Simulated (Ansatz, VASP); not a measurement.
**One calculation of InPd, two programs**

Contents of INCAR:

```
AGGAC    = 1.0          
AGGAX    = 1.0          
ALDAC    = 0.0          
ALDAX    = 1.0          
ALGO     = Normal         # electronic algorithm
EDIFF    = 1E-6           # SCF threshold, eV
ENCUT    = 520            # plane-wave cutoff, eV
GGA      = B5             # functional
ISIF     = 2              # what is computed and relaxed
ISMEAR   = -1             # smearing method
LASPH    = True           # aspherical terms in the spheres
LCHARG   = False          # write CHGCAR
LREAL    = False          # projectors in reciprocal space
LWAVE    = False          # write WAVECAR
NBANDS   = 18             # bands
NELM     = 60             # most SCF steps
PREC     = Accurate       # precision mode
SIGMA    = 0.05           # smearing width, eV
```

Contents of KPOINTS:

```
k-points
0
Gamma
  8 8 8
```

POSCAR

```
InPd
1.0
    3.2718847800      0.0000000000      0.0000000000
    0.0000000000      3.2718847800      0.0000000000
    0.0000000000      0.0000000000      3.2718847800
In Pd
1 1
Direct
    0.0000000000      0.0000000000      0.0000000000
    0.5000000000      0.5000000000      0.5000000000
```

input.yaml

```yaml
crystal:
  lattice:
    - [3.27188478, 0.0, 0.0]
    - [0.0, 3.27188478, 0.0]
    - [0.0, 0.0, 3.27188478]
  atoms:
    - { symbol: In, position: [0.0, 0.0, 0.0] }
    - { symbol: Pd, position: [0.5, 0.5, 0.5] }
kpoints:
  mp_grid: { grid: [8, 8, 8] }
  band_path:
    path:
      - [0.0, 0.0, 0.0]
      - [0.0, 0.5, 0.0]
      - [0.5, 0.5, 0.0]
      - [0.0, 0.0, 0.0]
      - [0.5, 0.5, 0.5]
      - [0.0, 0.5, 0.0]
    npoints: 10
scf:
  occupations: { method: fermi_dirac, width: 0.05 }
hamiltonian:
  xc: blyp
  pseudopotentials: { kind: all_electron, lapw: { basis_error: 0.001 } }
output:
  forces: true
  stress: true
  eigenvalues: true
```

Alike in both runs: functional BLYP; k mesh 8 × 8 × 8; occupations fermi-dirac, width 0.05 eV; no spin polarisation.

```csv
,VASP,Ansatz
version,VASP 6.6.1,Ansatz 0.2.0
potentials or method,"VASP PAW PBE potentials, release 64 (In_d, Pd), cutoff 520 eV","all-electron LAPW, scalar-relativistic"
task,single point,band structure
```

|  | VASP | Ansatz | Ansatz less VASP |
| --- | --- | --- | --- |
| gap on the k mesh at the Fermi level (eV) | none | none | - |
| pressure (GPa) | 11.8 | 11.4 | -0.37 |

VASP's potentials were made for PBE, not for BLYP. A gap of «none» marks a metal or a gap that the smearing closes. Ansatz ran all-electron here, and VASP with PAW potentials.
